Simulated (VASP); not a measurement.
# Sb (P6_3/mmc) in VASP: further runs

Runs on Sb. Level: PBE+D3(BJ). Tasks: single point.

Program: VASP 6.6.1. These are calculated values, not measurements. Logs are shortened: lines on timing, memory, paths and dates and some standing lists are left out, and cuts for length are marked.

## 1. The cell of the first run

It takes space group P6_3/mmc (No. 194, hexagonal). The conventional cell has a = 3.318 Å, b = 3.318 Å, c = 5.250 Å, α = 90.00°, β = 90.00°, γ = 120.00°. Sb (site symmetry -6m2) has 12 Sb at 3.25 to 3.32 Å within 4.3 Å.

This isn't the form of Sb at room conditions, which is rhombohedral.

## 2. Single point, PBE+D3(BJ) (strain -0.015 along x and y, -0.015 along z)

File INCAR:

```
ALGO     = Normal         # electronic algorithm
EDIFF    = 1E-6           # SCF threshold, eV
ENCUT    = 520            # plane-wave cutoff, eV
GGA      = PE             # functional
ISIF     = 2              # what is computed and relaxed
ISMEAR   = 0              # smearing method
IVDW     = 12             # dispersion correction
LASPH    = T              # aspherical terms in the spheres
LCHARG   = T              # write CHGCAR
LELF     = T              # ELF
LREAL    = F              # projectors in reciprocal space
LVHAR    = T            
LWAVE    = F              # write WAVECAR
NBANDS   = 12             # bands
NELM     = 80             # most SCF steps
PREC     = Accurate       # precision mode
SIGMA    = 0.15           # smearing width, eV
```

File KPOINTS:

```
k-points
0
Gamma
  18 18 10
```

File POSCAR:

```
Sb
1.0
    3.3184651768      0.0000000000      0.0000000000
   -1.6592325884      2.8738751447      0.0000000000
    0.0000000000      0.0000000000      5.2500500000
Sb
2
Direct
    0.3333333333      0.6666666667      0.2500000000
    0.6666666667      0.3333333333      0.7500000000
```

Potentials or basis: VASP PAW PBE potentials, release 64 (Sb).

Started as:

```sh
$ cat potpaw_PBE.64/Sb/POTCAR > POTCAR
$ mpirun -np 1 vasp_std > vasp.out
```

OUTCAR:

```text
EDIFF = 1E-6
   ENCUT = 520
   GGA = PE
   ISIF = 2
   ISMEAR = 0
   IVDW = 12
   LASPH = T
   LREAL = F
   NELM = 80
   PREC = Accurate
 IVDW          = 12

 ion  position               nearest neighbor table
   1  0.333  0.667  0.250-   2 3.25   2 3.25   2 3.25   2 3.25   2 3.25   2 3.25
   2  0.667  0.333  0.750-   1 3.25   1 3.25   1 3.25   1 3.25   1 3.25   1 3.25

  LATTYP: Found a hexagonal cell.
 ALAT       =     3.3184651768
 C/A-ratio  =     1.5820717471

  Lattice vectors:

 A1 = (   3.3184651768,   0.0000000000,   0.0000000000)
 A2 = (  -1.6592325884,   2.8738751447,   0.0000000000)
 A3 = (   0.0000000000,   0.0000000000,   5.2500500000)

Analysis of symmetry for initial positions (statically):
=====================================================================
 Subroutine PRICEL returns:
 Original cell was already a primitive cell.

 Routine SETGRP: Setting up the symmetry group for a
 hexagonal supercell.

 Subroutine GETGRP returns: Found 24 space group operations
 (whereof 12 operations were pure point group operations)
 out of a pool of 24 trial point group operations.

The static configuration has the point symmetry D_3d.
 The point group associated with its full space group is D_6h.

Analysis of symmetry for dynamics (positions and initial velocities):
=====================================================================
 Subroutine PRICEL returns:
 Original cell was already a primitive cell.

 Routine SETGRP: Setting up the symmetry group for a
 hexagonal supercell.

 Subroutine GETGRP returns: Found 24 space group operations
 (whereof 12 operations were pure point group operations)
 out of a pool of 24 trial point group operations.

The dynamic configuration has the point symmetry D_3d.
 The point group associated with its full space group is D_6h.

 Subroutine INISYM returns: Found 24 space group operations
 (whereof 12 operations are pure point group operations),
 and found     1 'primitive' translations

----------------------------------------------------------------------------------------

                                     Primitive cell

  volume of cell :      50.0690

  direct lattice vectors                    reciprocal lattice vectors
     3.318465177  0.000000000  0.000000000     0.301344130  0.173981114  0.000000000
    -1.659232588  2.873875145  0.000000000     0.000000000  0.347962229  0.000000000
     0.000000000  0.000000000  5.250050000     0.000000000  0.000000000  0.190474376

  length of vectors
     3.318465177  3.318465177  5.250050000     0.347962229  0.347962229  0.190474376

  position of ions in fractional coordinates (direct lattice)
     0.333333333  0.666666667  0.250000000
     0.666666667  0.333333333  0.750000000

  ion indices of the primitive-cell ions
   primitive index   ion index
                 1           1
                 2           2

----------------------------------------------------------------------------------------

 KPOINTS: k-points

Automatic generation of k-mesh.
 Grid dimensions read from file:
 generate k-points for:   18   18   10

 Generating k-lattice:

  Cartesian coordinates                     Fractional coordinates (reciprocal lattice)
     0.016741341  0.009665617  0.000000000     0.055555556  0.000000000  0.000000000
     0.000000000  0.019331235  0.000000000     0.000000000  0.055555556  0.000000000
     0.000000000  0.000000000  0.019047438     0.000000000  0.000000000  0.100000000

  Length of vectors
     0.019331235  0.019331235  0.019047438

  Shift w.r.t. Gamma in fractional coordinates (k-lattice)
     0.000000000  0.000000000  0.000000000

 Subroutine IBZKPT returns following result:
 ===========================================

 Found    222 irreducible k-points:

 Following reciprocal coordinates:
            Coordinates               Weight
  0.000000  0.000000  0.000000      1.000000
  0.055556 -0.000000  0.000000      6.000000
  0.111111 -0.000000  0.000000      6.000000
  0.166667  0.000000  0.000000      6.000000
  0.222222  0.000000  0.000000      6.000000
  0.277778 -0.000000  0.000000      6.000000
[... 16 lines left out ...]
  0.333333  0.111111  0.000000     12.000000
  0.388889  0.111111  0.000000     12.000000
 [... further k-points ...]
   k-points           NKPTS =    222   k-points in BZ     NKDIM =    222   number of bands    NBANDS=     12
   number of dos      NEDOS =    301   number of ions     NIONS =      2
   total plane-waves  NPLWV =  31360
   dimension x,y,z NGX =    28 NGY =   28 NGZ =   40
   dimension x,y,z NGXF=    56 NGYF=   56 NGZF=   80
   ions per type =               2
   NGX,Y,Z   is equivalent  to a cutoff of  14.03, 14.03, 12.67 a.u.
   NGXF,Y,Z  is equivalent  to a cutoff of  28.05, 28.05, 25.33 a.u.
 SYSTEM =  unknown system
   PREC   = accura    normal or accurate (medium, high low for compatibility)
   ISTART =      0    job   : 0-new  1-cont  2-samecut
   ICHARG =      2    charge: 1-file 2-atom 10-const
   ISPIN  =      1    spin polarized calculation?
   LNONCOLLINEAR =      F non collinear calculations
   LSORBIT =      F    spin-orbit coupling
   LASPH  =      T    aspherical Exc in radial PAW
   ENCUT  =  520.0 eV  38.22 Ry    6.18 a.u.   6.17  6.17  9.76*2*pi/ulx,y,z
   NELM   =     80;   NELMIN=  2; NELMDL= -5     # of ELM steps
   EDIFF  = 0.1E-05   stopping-criterion for ELM
   LREAL  =      F    real-space projection
   EDIFFG = 0.1E-04   stopping-criterion for IOM
   NSW    =      0    number of steps for IOM
   IBRION =     -1    ionic relax: 0-MD 1-quasi-New 2-CG
   NFREE  =      0    steps in history (QN), initial steepest desc. (CG)
   ISIF   =      2    stress and relaxation
   ISYM   =      2    0-nonsym 1-usesym 2-fastsym
   POTIM  = 0.5000    time-step for ionic-motion
   TEBEG  =    0.0;   TEEND  =   0.0 temperature during run
   PSTRESS=    0.0 pullay stress
   NELECT =      10.0000    total number of electrons
   NUPDOWN=      -1.0000    fix difference up-down
   EMIN   =  10.00;   EMAX   =-10.00  energy-range for DOS
   EFERMI =   0.00;   METHOD = LEGACY
   ISMEAR =     0;   SIGMA  =   0.15  broadening in eV -4-tet -1-fermi 0-gaus
   EFERMI_NEDOS =   21; number of points for ismear=-14 and -15
   IALGO  =     38    algorithm
   IMIX   =      4    mixing-type and parameters
     AMIX     =   0.40;   BMIX     =  1.00
     AMIX_MAG =   1.60;   BMIX_MAG =  1.00
  volume/ion in A,a.u.               =      25.03       168.94
  Fermi-wavevector in a.u.,A,eV,Ry     =   0.956941  1.808357 12.459353  0.915737
  Thomas-Fermi vector in A             =   2.085915
   LORBIT       =      0    0 simple, 1 ext, 2 COOP (PROOUT), +10 PAW based schemes
   GGA     = PE    functional components
   LHFCALC =     F    Hartree Fock is set to
   AEXX    =    0.0000 exact exchange contribution
   IVDW    =    12    specifies the selected vdW correction
   LEPSILON=     F    determine dielectric tensor
   LRPA    =     F    only Hartree local field effects (RPA)
 non-spin polarized calculation
 Gauss-broadening in eV      SIGMA  =   0.15
  energy-cutoff  :      520.00
  volume of cell :       50.07
 maximum number of plane-waves:      1387
 NGX is ok and might be reduce to    28
   NGX = 13   NGY = 13   NGZ = 19

 number of electron      10.0000000 magnetization

 Free energy of the ion-electron system (eV)
  ---------------------------------------------------
  ext. energy  EPLUGINS =         0.00000000
  ---------------------------------------------------
  free energy    TOTEN  =        -7.63646478 eV

  energy without entropy =       -7.62055365  energy(sigma->0) =       -7.62850922

 E-fermi :   9.4865     XC(G=0): -10.5526

 val. band max:        9.4791853344   @ k =   0.2778   0.1111   0.3000
 cond. band min:       9.4979487801   @ k =   0.1667   0.1111   0.4000
 fundamental gap:      0.0187634456
 Fermi energy:         9.4865322160

 k-point     1 :       0.0000    0.0000    0.0000
  band No.  band energies     occupation
      1      -4.0152      2.00000
      2       0.4978      2.00000
      3       3.2730      2.00000
      4      13.0494      0.00000
      5      13.0494      0.00000
      6      14.9495      0.00000
      7      14.9495      0.00000
      8      15.9915      0.00000
      9      17.1295      0.00000
     10      18.3818      0.00000
     11      19.6203      0.00000
     12      19.6203      0.00000

 k-point     2 :       0.0556   -0.0000    0.0000
  band No.  band energies     occupation
      1      -3.9585      2.00000
      2       0.5474      2.00000
      3       3.3323      2.00000
      4      12.4004      0.00000
      5      12.8014      0.00000
      6      14.6552      0.00000
      7      15.0627      0.00000
      8      15.8867      0.00000
      9      17.4998      0.00000
     10      18.2480      0.00000
     11      19.5666      0.00000
     12      19.7724      0.00000

 k-point     3 :       0.1111   -0.0000    0.0000
  band No.  band energies     occupation
      1      -3.7885      2.00000
      2       0.6947      2.00000
      3       3.5099      2.00000
      4      11.0534      0.00000
      5      12.2612      0.00000
      6      13.8757      0.00000
      7      15.1635      0.00000
      8      15.5269      0.00000
      9      17.1279      0.00000
     10      18.6585      0.00000
     11      19.5944      0.00000
     12      19.6781      0.00000
[... 286 lines left out ...]
 k-point    23 :       0.3333    0.1111    0.0000
  band No.  band energies     occupation
      1      -1.1697      2.00000
      2       2.0549      2.00000
      3       5.1097      2.00000
      4       6.1651      2.00000
      5       7.6654      2.00000
      6       9.0303      1.99998
      7      10.5933      0.00000
      8      12.4403      0.00000
      9      15.6372      0.00000
     10      15.6752      0.00000
     11      20.0775      0.00000
     12      20.5261      0.00000

 k-point    24 :       0.3889    0.1111    0.0000
  band No.  band energies     occupation
      1      -0.4724      2.00000
      2       1.6495      2.00000
      3       5.1073      2.00000
      4       6.8217      2.00000
      5       7.0434      2.00000
      6       8.5246      2.00000
      7       9.7086      0.03632
      8      12.2679      0.00000
      9      15.4786      0.00000
     10      15.4815      0.00000
     11      20.0265      0.00000
     12      20.5663      0.00000

 [... further k-points ...]

------------------------ aborting loop because EDIFF is reached ----------------------------------------

 Edisp (eV)   -1.12822

 E8    (eV) :    -0.5202

  FORCE on cell =-STRESS in cart. coord.  units (eV):
  Direction    XX          YY          ZZ          XY          YZ          ZX
  --------------------------------------------------------------------------------------
  -------------------------------------------------------------------------------------
  Total       0.71670     0.71670     1.37596     0.00000     0.00000     0.00000
  in kB      22.93395    22.93395    44.02991     0.00000     0.00000     0.00000
  external pressure =       29.97 kB  Pullay stress =        0.00 kB

 VOLUME and BASIS-vectors are now :
 -----------------------------------------------------------------------------
  energy-cutoff  :      520.00
  volume of cell :       50.07
      direct lattice vectors                 reciprocal lattice vectors
     3.318465177  0.000000000  0.000000000     0.301344130  0.173981114  0.000000000
    -1.659232588  2.873875145  0.000000000     0.000000000  0.347962229  0.000000000
     0.000000000  0.000000000  5.250050000     0.000000000  0.000000000  0.190474376

 POSITION                                       TOTAL-FORCE (eV/Angst)
 -----------------------------------------------------------------------------------
     -0.00000      1.91592      1.31251        -0.000000     -0.000000      0.000000
      1.65923      0.95796      3.93754         0.000000      0.000000      0.000000
 -----------------------------------------------------------------------------------
    total drift:                               -0.000000      0.000000      0.000000

  FREE ENERGIE OF THE ION-ELECTRON SYSTEM (eV)
  ---------------------------------------------------
  free  energy   TOTEN  =        -8.7646897194 eV

  energy  without entropy=       -8.7487785949  energy(sigma->0) =       -8.75673416
```

Wall time 2.2 min (1 thread of Intel Xeon 8259CL, shared host); peak memory 0.27 GiB.

Results:

```
Free energy                : -8.7647 eV
Pressure                   : 3.0 GPa
Band gap on the k mesh     : zero (bands 5 and 6 overlap by 8.01 eV)
Dispersion energy per atom : -0.564 eV
```

Caveat: the cell differs from its parent crystal (strain -0.015 along x and y, -0.015 along z); spin-orbit coupling is left out, which moves the levels of the heavy elements.

## 3. Single point, PBE+D3(BJ) (strain -0.030 along x and y, +0.030 along z)

File INCAR:

```
SYSTEM = Sb
ALGO = Normal ; EDIFF = 1E-6
ENCUT = 520 ; GGA = PE
ISIF = 2 ; ISMEAR = 0
IVDW = 12 ; LASPH = .True.
LCHARG = .True. ; LELF = .True.
LREAL = .False. ; LVHAR = .True.
LWAVE = .False. ; NBANDS = 12
NELM = 100 ; PREC = Accurate
SIGMA = 0.15
```

File KPOINTS:

```
k-points
0
Gamma
  18 18 10
  0 0 0
```

File POSCAR:

```
Sb
1.0
    3.2679301741      0.0000000000      0.0000000000
   -1.6339650871      2.8301105486      0.0000000000
    0.0000000000      0.0000000000      5.4899000000
Sb
2
Direct
    0.3333333333      0.6666666667      0.2500000000
    0.6666666667      0.3333333333      0.7500000000
```

Potentials or basis: VASP PAW PBE potentials, release 64 (Sb).

Started as:

```sh
$ cat potpaw_PBE.64/Sb/POTCAR > POTCAR
$ mpirun -np 1 vasp_std > vasp.out
```

Run time: 88 s. Hardware: 1 thread of Intel Xeon 8259CL, shared host; peak memory 0.26 GiB.

It converged, with:

| Property | Result |
| --- | --- |
| Free energy | -8.7839 eV |
| Pressure | 1.9 GPa |
| Band gap on the k mesh | zero (bands 5 and 6 overlap by 8.52 eV) |
| Dispersion energy per atom | -0.556 eV |

Stress tensor (GPa, compression positive):
```
2.52 0.00 0.00
0.00 2.52 0.00
0.00 0.00 0.79
```

Levels at points of the mesh, in eV from the Fermi level:
| k point | band 2 | band 3 | band 4 | band 5 | band 6 | band 7 | band 8 | band 9 |
| --- | --- | --- | --- | --- | --- | --- | --- | --- |
| (0.00, 0.00, 0.00) | -9.66 | -6.32 | 4.13 | 4.13 | 5.31 | 5.77 | 5.77 | 8.28 |
| (0.50, 0.00, 0.00) | -8.21 | -4.67 | -3.52 | -2.46 | -0.29 | 0.56 | 3.84 | 4.58 |
| (0.00, 0.00, 0.50) | -12.24 | -1.22 | -1.22 | 4.95 | 4.95 | 4.95 | 4.95 | 9.12 |
| (0.50, 0.00, 0.50) | -8.59 | -5.75 | -5.75 | 1.70 | 1.70 | 1.80 | 1.80 | 5.84 |

Caveat: the cell differs from its parent crystal (strain -0.030 along x and y, +0.030 along z); spin-orbit coupling is left out, which moves the levels of the heavy elements.
